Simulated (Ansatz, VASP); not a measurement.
**One calculation of ZnO, two programs**

The input POSCAR:

```
ZnO
1.0
    3.1706340523      0.0000000000      0.0000000000
   -1.5853170261      2.7458496354      0.0000000000
    0.0000000000      0.0000000000      5.1067328084
Zn O
2 2
Direct
    0.3333333333      0.6666666667     -0.0023477531
    0.6666666667      0.3333333333      0.4976522469
    0.3333333333      0.6666666667      0.3773477531
    0.6666666667      0.3333333333      0.8773477531
```

INCAR.step1

```
ALGO     = Normal         # electronic algorithm
EDIFF    = 1E-4           # SCF threshold, eV
ENCUT    = 520            # plane-wave cutoff, eV
GGA      = PE             # functional
ISMEAR   = 0              # smearing method
LASPH    = T              # aspherical terms in the spheres
LCHARG   = F              # write CHGCAR
LREAL    = F              # projectors in reciprocal space
LWAVE    = T              # write WAVECAR
NBANDS   = 26             # bands
NELM     = 60             # most SCF steps
PREC     = Accurate       # precision mode
SIGMA    = 0.01           # smearing width, eV
```

Contents of INCAR.step2:

```
ALGO     = Normal         # electronic algorithm
EDIFF    = 1E-7           # SCF threshold, eV
ENCUT    = 520            # plane-wave cutoff, eV
ISIF     = 2              # what is computed and relaxed
ISMEAR   = 0              # smearing method
ISTART   = 1            
LASPH    = T              # aspherical terms in the spheres
LCHARG   = F              # write CHGCAR
LMIXTAU  = T            
LREAL    = F              # projectors in reciprocal space
LWAVE    = F              # write WAVECAR
METAGGA  = R2SCAN         # meta-GGA
NBANDS   = 26             # bands
NELM     = 60             # most SCF steps
PREC     = Accurate       # precision mode
SIGMA    = 0.01           # smearing width, eV
```

The input KPOINTS:

```
k-points
0
Gamma
  12 12 6
```

Input for Ansatz:

```yaml
crystal:
  lattice:
    - [3.1706340523, 0.0, 0.0]
    - [-1.5853170261, 2.7458496354, 0.0]
    - [0.0, 0.0, 5.1067328084]
  atoms:
    - { symbol: Zn, position: [0.3333333333, 0.6666666667, -0.0023477531] }
    - { symbol: Zn, position: [0.6666666667, 0.3333333333, 0.4976522469] }
    - { symbol: O, position: [0.3333333333, 0.6666666667, 0.3773477531] }
    - { symbol: O, position: [0.6666666667, 0.3333333333, 0.8773477531] }
kpoints:
  mp_grid: { grid: [12, 12, 6] }
  band_path:
    path:
      - [0.0, 0.0, 0.0]
      - [0.5, 0.0, 0.0]
      - [0.3333333333, 0.3333333333, 0.0]
      - [0.0, 0.0, 0.5]
      - [0.5, 0.0, 0.5]
      - [0.3333333333, 0.3333333333, 0.5]
    npoints: 1
hamiltonian:
  xc: r2scan
scf:
  occupations: { method: fixed }
  n_extra_bands: 5
output:
  forces: true
  stress: true
  eigenvalues: true
```

Change from the starting cell: hydrostatic strain -2.0%.

Alike in both runs: task single point; functional r2SCAN; k mesh 12 × 12 × 6; no spin polarisation.

```csv
,VASP,Ansatz
version,VASP 6.6.1,Ansatz 0.2.0
potentials or method,"VASP PAW PBE potentials, release 64 (Zn, O)","plane waves, PAW"
plane-wave cutoff (eV),520,500
occupations,"gaussian, width 0.01 eV",fixed
valence electrons in the cell,36,36
```

```tsv
	VASP	Ansatz	Ansatz less VASP
gap on the k mesh at the Fermi level (eV)	1.33	1.33	-0.001
pressure (GPa)	11.8	10.4	-1.39
traceless stress, the component that is largest in VASP (GPa)	0.02	-0.08	-0.096
rms of the force components (eV/Å)	0.006	0.002	-0.0042
```

VASP's potentials were made for PBE, not for r2SCAN. Atom by atom the forces differ by 0.004 eV/Å (rms over components).
